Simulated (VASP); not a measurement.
Wanted: the native input for a VASP 6.6.1 run.

```yaml
Task: electric field gradients
Functional: PBE
Potentials_or_basis: VASP PAW PBE potentials, release 64 (Pb_d, Se)
Cutoff: 520 eV
k_mesh: 9 × 9 × 9
Occupations: fermi-dirac, width 0.01 eV
Spin: no spin polarisation
Dipole_correction: no
Further_INCAR_settings: ALGO = Normal; EDIFF = 1e-08; NBANDS = 17
```

The structure of PbSe lies in POSCAR:

```
PbSe
1.0
    0.0000000000      3.1222074042      3.1222074042
    3.1222074042      0.0000000000      3.1222074042
    3.1222074042      3.1222074042      0.0000000000
Pb Se
1 1
Direct
    0.0000000000      0.0000000000      0.0000000000
    0.5000000000      0.5000000000      0.5000000000
```

This cell differs from its parent crystal: volume scaled by 1.06.

One way to write it, as run:

INCAR

```
  PREC = Accurate
  ENCUT = 520
  EDIFF = 1E-8
  ISMEAR = -1
  SIGMA = 0.01
  LREAL = False
  LASPH = True
  NELM = 60
  ALGO = Normal
  ISIF = 2
  LWAVE = False
  LCHARG = False
  GGA = PE
  LEFG = True
  NBANDS = 17
```

KPOINTS

```
regular mesh
0
Gamma
  9 9 9
```

Potentials or basis: VASP PAW PBE potentials, release 64 (Pb_d, Se).

Command:

```bash
$ cat potpaw_PBE.64/Pb_d/POTCAR potpaw_PBE.64/Se/POTCAR > POTCAR
$ mpirun -np 1 vasp_std > vasp.out
```

It gave:

```
Pressure : -0.6 GPa
```

Caveat: without QUAD_EFG the Cq values of the log hold for a quadrupole moment of 1 mb, not for the nuclei.

Wall time 33 s on 1 thread of Intel Xeon 6975P-C, on a shared host, peak memory 0.22 GiB.
